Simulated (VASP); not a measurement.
Set up this calculation in VASP 6.6.1, as the native input.

* Task: single point
* Functional: r2SCAN
* Potentials or basis: VASP PAW PBE potentials, release 64 (Mg, S)
* Cutoff: 520 eV
* k mesh: 6 × 6 × 6
* Occupations: gaussian, width 0.01 eV
* Spin: no spin polarisation
* Dipole correction: no
* Further INCAR settings: ALGO = Normal; EDIFF = 1e-07; NBANDS = 11

MgS (Niningerite):

```
Mg S
1.0
     0.00000    2.60152    2.60152
     2.60152    0.00000    2.60152
     2.60152    2.60152    0.00000
Mg S
1 1
Direct
  0.00000 0.00000 0.00000
  0.50000 0.50000 0.50000
```

One way to write it, as run:

POSCAR

```
MgS
1.0
    0.0000000000      2.6015177400      2.6015177400
    2.6015177400      0.0000000000      2.6015177400
    2.6015177400      2.6015177400      0.0000000000
Mg S
1 1
Direct
    0.0000000000      0.0000000000      0.0000000000
    0.5000000000      0.5000000000      0.5000000000
```

INCAR.step1

```
PREC = Accurate
ENCUT = 520
ISMEAR = 0
SIGMA = 0.01
LREAL = False
LASPH = True
NELM = 60
NBANDS = 11
GGA = PE
ALGO = Normal
EDIFF = 1E-4
LWAVE = True
LCHARG = False
```

INCAR.step2

```
PREC = Accurate
ENCUT = 520
EDIFF = 1E-7
ISMEAR = 0
SIGMA = 0.01
LREAL = False
LASPH = True
NELM = 60
ALGO = Normal
ISIF = 2
LWAVE = False
LCHARG = False
METAGGA = R2SCAN
LMIXTAU = True
NBANDS = 11
ISTART = 1
```

KPOINTS

```
Automatic mesh
0
Gamma
  6 6 6
```

Potentials or basis: VASP PAW PBE potentials, release 64 (Mg, S).

Launch:

```sh
$ cat potpaw_PBE.64/Mg/POTCAR potpaw_PBE.64/S/POTCAR > POTCAR
$ cp INCAR.step1 INCAR
$ mpirun -np 1 vasp_std > vasp.out
$ cp INCAR.step2 INCAR
$ mpirun -np 1 vasp_std > vasp.out
```

It gave:

```yaml
Pressure: -0.4 GPa
Band_gap_on_the_k_mesh: 3.43 eV, indirect (least direct gap 4.62 eV)
```

Caveat: the PAW data sets were made with another functional, which shifts forces and pressure a little.

It took 28 s on 1 thread of Intel Xeon 6975P-C, with other jobs on the host, peak memory 0.16 GiB.
